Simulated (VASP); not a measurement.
# RbCl (rocksalt type) (Fm-3m) in VASP: a series of runs

Runs on RbCl (rocksalt type). Level: PBE. Tasks: single point, relaxation of cell and atoms.

Program: VASP 6.6.1. These are calculated values, not measurements. Logs are shortened: lines on timing, memory, paths and dates and some standing lists are left out, and cuts for length are marked.

## Step 1: The cell of the first run

The structure is cubic, space group Fm-3m (No. 225). The conventional cell has a = 6.698 Å, b = 6.698 Å, c = 6.698 Å, α = 90.00°, β = 90.00°, γ = 90.00°. Within 4.4 Å of Rb (site symmetry m-3m) lie 6 Cl at 3.35 Å. Cl (site symmetry m-3m) has 6 Rb at 3.35 Å within 4.4 Å.

## Step 2: Single point, PBE

INCAR reads:

```
PREC = Accurate ; ENCUT = 500
EDIFF = 1E-6 ; ISMEAR = -1
SIGMA = 0.05 ; LREAL = F
LASPH = T ; NELM = 120
ALGO = Normal ; ISIF = 2
LWAVE = F ; LCHARG = F
GGA = PE ; NBANDS = 15
GGA_COMPAT = F
```

KPOINTS reads:

```
regular mesh
0
Gamma
  10 10 10
```

POSCAR reads:

```
RbCl
1.0
    0.0000000000      3.3489618109      3.3489618109
    3.3489618109      0.0000000000      3.3489618109
    3.3489618109      3.3489618109      0.0000000000
Rb Cl
1 1
Direct
    0.0000000000      0.0000000000      0.0000000000
    0.5000000000      0.5000000000      0.5000000000
```

Potentials or basis: VASP PAW PBE potentials, release 64 (Rb_sv, Cl).

The run is started by

```bash
$ cat potpaw_PBE.64/Rb_sv/POTCAR potpaw_PBE.64/Cl/POTCAR > POTCAR
$ mpirun -np 1 vasp_std > vasp.out
```

OUTCAR:

```text
PREC = Accurate
   ENCUT = 500
   EDIFF = 1E-6
   ISMEAR = -1
   LREAL = F
   LASPH = T
   NELM = 120
   ISIF = 2
   GGA = PE

 ion  position               nearest neighbor table
   1  0.000  0.000  0.000-   2 3.35   2 3.35   2 3.35   2 3.35   2 3.35   2 3.35
   2  0.500  0.500  0.500-   1 3.35   1 3.35   1 3.35   1 3.35   1 3.35   1 3.35

  LATTYP: Found a face centered cubic cell.
 ALAT       =     6.6979236218

  Lattice vectors:

 A1 = (   0.0000000000,   3.3489618109,   3.3489618109)
 A2 = (   3.3489618109,   0.0000000000,   3.3489618109)
 A3 = (   3.3489618109,   3.3489618109,   0.0000000000)

Analysis of symmetry for initial positions (statically):
=====================================================================
 Subroutine PRICEL returns:
 Original cell was already a primitive cell.

 Routine SETGRP: Setting up the symmetry group for a
 face centered cubic supercell.

 Subroutine GETGRP returns: Found 48 space group operations
 (whereof 48 operations were pure point group operations)
 out of a pool of 48 trial point group operations.

The static configuration has the point symmetry O_h .

Analysis of symmetry for dynamics (positions and initial velocities):
=====================================================================
 Subroutine PRICEL returns:
 Original cell was already a primitive cell.

 Routine SETGRP: Setting up the symmetry group for a
 face centered cubic supercell.

 Subroutine GETGRP returns: Found 48 space group operations
 (whereof 48 operations were pure point group operations)
 out of a pool of 48 trial point group operations.

The dynamic configuration has the point symmetry O_h .

 Subroutine INISYM returns: Found 48 space group operations
 (whereof 48 operations are pure point group operations),
 and found     1 'primitive' translations

----------------------------------------------------------------------------------------

                                     Primitive cell

  volume of cell :      75.1209

  direct lattice vectors                    reciprocal lattice vectors
     0.000000000  3.348961811  3.348961811    -0.149300000  0.149300000  0.149300000
     3.348961811  0.000000000  3.348961811     0.149300000 -0.149300000  0.149300000
     3.348961811  3.348961811  0.000000000     0.149300000  0.149300000 -0.149300000

  length of vectors
     4.736147213  4.736147213  4.736147213     0.258595186  0.258595186  0.258595186

  position of ions in fractional coordinates (direct lattice)
     0.000000000  0.000000000  0.000000000
     0.500000000  0.500000000  0.500000000

  ion indices of the primitive-cell ions
   primitive index   ion index
                 1           1
                 2           2

----------------------------------------------------------------------------------------

 KPOINTS: regular mesh

Automatic generation of k-mesh.
 Grid dimensions read from file:
 generate k-points for:   10   10   10

 Generating k-lattice:

  Cartesian coordinates                     Fractional coordinates (reciprocal lattice)
    -0.014930000  0.014930000  0.014930000     0.100000000  0.000000000  0.000000000
     0.014930000 -0.014930000  0.014930000     0.000000000  0.100000000  0.000000000
     0.014930000  0.014930000 -0.014930000     0.000000000  0.000000000  0.100000000

  Length of vectors
     0.025859519  0.025859519  0.025859519

  Shift w.r.t. Gamma in fractional coordinates (k-lattice)
     0.000000000  0.000000000  0.000000000

 Subroutine IBZKPT returns following result:
 ===========================================

 Found     47 irreducible k-points:

 Following reciprocal coordinates:
            Coordinates               Weight
  0.000000  0.000000  0.000000      1.000000
  0.100000  0.000000  0.000000      8.000000
  0.200000  0.000000  0.000000      8.000000
  0.300000  0.000000  0.000000      8.000000
  0.400000  0.000000  0.000000      8.000000
  0.500000  0.000000  0.000000      4.000000
[... 16 lines left out ...]
  0.300000  0.300000  0.000000      6.000000
  0.400000  0.300000  0.000000     24.000000
 [... further k-points ...]
   k-points           NKPTS =     47   k-points in BZ     NKDIM =     47   number of bands    NBANDS=     15
   number of dos      NEDOS =    301   number of ions     NIONS =      2
   total plane-waves  NPLWV =  46656
   dimension x,y,z NGX =    36 NGY =   36 NGZ =   36
   dimension x,y,z NGXF=    72 NGYF=   72 NGZF=   72
   ions per type =               1   1
   NGX,Y,Z   is equivalent  to a cutoff of  12.64, 12.64, 12.64 a.u.
   NGXF,Y,Z  is equivalent  to a cutoff of  25.27, 25.27, 25.27 a.u.
 SYSTEM =  unknown system
   PREC   = accura    normal or accurate (medium, high low for compatibility)
   ISTART =      0    job   : 0-new  1-cont  2-samecut
   ICHARG =      2    charge: 1-file 2-atom 10-const
   ISPIN  =      1    spin polarized calculation?
   LNONCOLLINEAR =      F non collinear calculations
   LSORBIT =      F    spin-orbit coupling
   LASPH  =      T    aspherical Exc in radial PAW
   ENCUT  =  500.0 eV  36.75 Ry    6.06 a.u.   8.64  8.64  8.64*2*pi/ulx,y,z
   NELM   =    120;   NELMIN=  2; NELMDL= -5     # of ELM steps
   EDIFF  = 0.1E-05   stopping-criterion for ELM
   LREAL  =      F    real-space projection
   EDIFFG = 0.1E-04   stopping-criterion for IOM
   NSW    =      0    number of steps for IOM
   IBRION =     -1    ionic relax: 0-MD 1-quasi-New 2-CG
   NFREE  =      0    steps in history (QN), initial steepest desc. (CG)
   ISIF   =      2    stress and relaxation
   ISYM   =      2    0-nonsym 1-usesym 2-fastsym
   POTIM  = 0.5000    time-step for ionic-motion
   TEBEG  =    0.0;   TEEND  =   0.0 temperature during run
   PSTRESS=    0.0 pullay stress
   NELECT =      16.0000    total number of electrons
   NUPDOWN=      -1.0000    fix difference up-down
   EMIN   =  10.00;   EMAX   =-10.00  energy-range for DOS
   EFERMI =   0.00;   METHOD = LEGACY
   ISMEAR =    -1;   SIGMA  =   0.05  broadening in eV -4-tet -1-fermi 0-gaus
   EFERMI_NEDOS =   21; number of points for ismear=-14 and -15
   IALGO  =     38    algorithm
   IMIX   =      4    mixing-type and parameters
     AMIX     =   0.40;   BMIX     =  1.00
     AMIX_MAG =   1.60;   BMIX_MAG =  1.00
  volume/ion in A,a.u.               =      37.56       253.47
  Fermi-wavevector in a.u.,A,eV,Ry     =   0.977675  1.847538 13.005114  0.955849
  Thomas-Fermi vector in A             =   2.108391
   LORBIT       =      0    0 simple, 1 ext, 2 COOP (PROOUT), +10 PAW based schemes
   GGA     = PE    functional components
   LHFCALC =     F    Hartree Fock is set to
   AEXX    =    0.0000 exact exchange contribution
   IVDW    =     0    specifies the selected vdW correction
   LEPSILON=     F    determine dielectric tensor
   LRPA    =     F    only Hartree local field effects (RPA)
 non-spin polarized calculation
  energy-cutoff  :      500.00
  volume of cell :       75.12
 maximum number of plane-waves:      1924
   NGX = 17   NGY = 17   NGZ = 17

 number of electron      16.0000000 magnetization

 Free energy of the ion-electron system (eV)
  ---------------------------------------------------
  ext. energy  EPLUGINS =         0.00000000
  ---------------------------------------------------
  free energy    TOTEN  =        -6.67584057 eV

  energy without entropy =       -6.67584057  energy(sigma->0) =       -6.67584057

 E-fermi :  -0.8850     XC(G=0):  -7.1422

 val. band max:       -2.0668954078   @ k =   0.0000   0.0000   0.0000
 cond. band min:       2.7664039361   @ k =   0.0000   0.0000   0.0000
 fundamental gap:      4.8332993439
 Fermi energy:        -0.8850395091

 k-point     1 :       0.0000    0.0000    0.0000
  band No.  band energies     occupation
      1     -26.1181      2.00000
      2     -14.0200      2.00000
      3     -10.1669      2.00000
      4     -10.1669      2.00000
      5     -10.1669      2.00000
      6      -2.0669      2.00000
      7      -2.0669      2.00000
      8      -2.0669      2.00000
      9       2.7664      0.00000
     10       5.8864      0.00000
     11       5.8864      0.00000
     12       5.8864      0.00000
     13       6.8364      0.00000
     14       6.8364      0.00000
     15       9.8701      0.00000

 k-point     2 :       0.1000    0.0000    0.0000
  band No.  band energies     occupation
      1     -26.1169      2.00000
      2     -14.0246      2.00000
      3     -10.1680      2.00000
      4     -10.1680      2.00000
      5     -10.1654      2.00000
      6      -2.1600      2.00000
      7      -2.0969      2.00000
      8      -2.0969      2.00000
      9       2.9897      0.00000
     10       5.8025      0.00000
     11       6.0052      0.00000
     12       6.0052      0.00000
     13       6.9736      0.00000
     14       6.9736      0.00000
     15      10.2632      0.00000

 k-point     3 :       0.2000    0.0000    0.0000
  band No.  band energies     occupation
      1     -26.1139      2.00000
      2     -14.0365      2.00000
      3     -10.1709      2.00000
      4     -10.1709      2.00000
      5     -10.1615      2.00000
      6      -2.3805      2.00000
      7      -2.1735      2.00000
      8      -2.1735      2.00000
      9       3.5843      0.00000
     10       5.6712      0.00000
     11       6.3527      0.00000
     12       6.3527      0.00000
     13       7.3632      0.00000
     14       7.3632      0.00000
     15      11.2204      0.00000
[... 343 lines left out ...]
 k-point    23 :       0.3000    0.3000    0.0000
  band No.  band energies     occupation
      1     -26.1078      2.00000
      2     -14.0165      2.00000
      3     -10.2226      2.00000
      4     -10.2208      2.00000
      5     -10.2208      2.00000
      6      -2.5573      2.00000
      7      -2.1490      2.00000
      8      -2.1490      2.00000
      9       4.4862      0.00000
     10       4.5989      0.00000
     11       7.4561      0.00000
     12       7.8523      0.00000
     13       7.8523      0.00000
     14       8.1409      0.00000
     15       9.8753      0.00000

 k-point    24 :       0.4000    0.3000    0.0000
  band No.  band energies     occupation
      1     -26.1055      2.00000
      2     -14.0084      2.00000
      3     -10.2710      2.00000
      4     -10.2284      2.00000
      5     -10.2266      2.00000
      6      -2.5289      2.00000
      7      -2.2035      2.00000
      8      -2.1804      2.00000
      9       4.5293      0.00000
     10       5.0122      0.00000
     11       7.7252      0.00000
     12       7.8916      0.00000
     13       8.4052      0.00000
     14       8.4404      0.00000
     15       9.1142      0.00000

 [... further k-points ...]

------------------------ aborting loop because EDIFF is reached ----------------------------------------

  FORCE on cell =-STRESS in cart. coord.  units (eV):
  Direction    XX          YY          ZZ          XY          YZ          ZX
  --------------------------------------------------------------------------------------
  -------------------------------------------------------------------------------------
  Total       -0.0014515     -0.0014515     -0.0014515      0.0000000      0.0000000     -0.0000000
  in kB       -0.0309566     -0.0309566     -0.0309566      0.0000000      0.0000000     -0.0000000
  external PRESSURE =      -0.0309566 kB  Pullay stress =       0.0000000 kB

 VOLUME and BASIS-vectors are now :
 -----------------------------------------------------------------------------
  energy-cutoff  :      500.00
  volume of cell :       75.12
      direct lattice vectors                 reciprocal lattice vectors
     0.000000000  3.348961811  3.348961811    -0.149300000  0.149300000  0.149300000
     3.348961811  0.000000000  3.348961811     0.149300000 -0.149300000  0.149300000
     3.348961811  3.348961811  0.000000000     0.149300000  0.149300000 -0.149300000

 POSITION                                       TOTAL-FORCE (eV/Angst)
 -----------------------------------------------------------------------------------
      0.00000      0.00000      0.00000         0.000000      0.000000     -0.000000
      3.34896      3.34896      3.34896        -0.000000     -0.000000      0.000000
 -----------------------------------------------------------------------------------
    total drift:                                0.000000      0.000000      0.000000

  FREE ENERGIE OF THE ION-ELECTRON SYSTEM (eV)
  ---------------------------------------------------
  free  energy   TOTEN  =        -6.6758405679 eV

  energy  without entropy=       -6.6758405679  energy(sigma->0) =       -6.67584057
```

Wall time 24 s (1 thread of Intel Xeon 6975P-C (Granite Rapids), shared host); peak memory 0.22 GiB.

What came out:

* Free energy: -6.6758 eV
* Pressure: 0.0 GPa
* Band gap on the k mesh: 4.83 eV

A k mesh can miss the band edges.

## Step 3: Relaxation of cell and atoms, PBE

This run uses another cell than the first one, of 24.65 Å³/atom.

INCAR reads:

```
SYSTEM = RbCl
ALGO = Normal
EDIFF = 1E-7
EDIFFG = -0.005
ENCUT = 500
GGA = PE
GGA_COMPAT = .False.
IBRION = 2
ISIF = 3
ISMEAR = -1
LASPH = .True.
LCHARG = .False.
LREAL = .False.
LWAVE = .False.
NELM = 120
NELMIN = 4
NSW = 100
PREC = Accurate
SIGMA = 0.05
```

KPOINTS reads:

```
k-points
0
Gamma
  10 10 10
  0 0 0
```

POSCAR reads:

```
RbCl
1.0
    0.0000000000      2.9102979194      2.9102979194
    2.9102979194      0.0000000000      2.9102979194
    2.9102979194      2.9102979194      0.0000000000
Rb Cl
1 1
Direct
    0.0000000000      0.0000000000      0.0000000000
    0.5000000000      0.5000000000      0.5000000000
```

Potentials or basis: VASP PAW PBE potentials, release 64 (Rb_sv, Cl).

The run is started by

```bash
$ cat potpaw_PBE.64/Rb_sv/POTCAR potpaw_PBE.64/Cl/POTCAR > POTCAR
$ mpirun -np 1 vasp_std > vasp.out
```

It took 53 s on 1 thread of Intel Xeon 6975P-C (Granite Rapids), shared host; peak memory 0.18 GiB.

The run converged. Its results:

- Free energy: -6.6676 eV
- Relaxed volume: 37.67 Å³/atom
- Relaxed cell: a = 4.741 Å, b = 4.741 Å, c = 4.741 Å, α = 60.00°, β = 60.00°, γ = 60.00°
- Space group after relaxing (to 0.1 Å): Fm-3m (No. 225)
- Energy gained by relaxing: 458.1 meV/atom
- Ionic steps: 5
- Pressure after relaxing: 0.0 GPa
- Band gap on the k mesh: 4.82 eV

Step by step:
| step | energy change (eV) | largest force (eV/Å) | pressure (GPa) | volume (Å³) |
| --- | --- | --- | --- | --- |
| 1 | 0.0000 | 0.0000 | 17.29 | 49.30 |
| 2 | -0.9035 | 0.0000 | 0.99 | 70.82 |
| 3 | -0.9132 | 0.0000 | 0.46 | 73.00 |
| 4 | -0.9135 | 0.0000 | -0.39 | 77.50 |
| 5 | -0.9163 | 0.0000 | -0.02 | 75.34 |

Final structure:
```xyz
2
Lattice="0.0000 3.3522 3.3522 3.3522 0.0000 3.3522 3.3522 3.3522 0.0000" Properties=species:S:1:pos:R:3 pbc="T T T"
Rb    0.0000    0.0000    0.0000
Cl    3.3522    3.3522    3.3522
```

Levels at points of the mesh, in eV from the valence-band top:
| k point | band 6 | band 7 | band 8 | band 9 | band 10 | band 11 |
| --- | --- | --- | --- | --- | --- | --- |
| (0.00, 0.00, 0.00) | 0.00 | 0.00 | 0.00 | 4.82 | 7.95 | 7.95 |
| (0.50, 0.00, 0.00) | -0.78 | -0.29 | -0.29 | 7.56 | 7.77 | 9.95 |
| (0.50, 0.50, 0.00) | -0.32 | -0.10 | -0.10 | 6.24 | 7.81 | 9.40 |

Caveat: the volume moved by over 15 % at a fixed basis, so the end points are rough. A k mesh can miss the band edges.
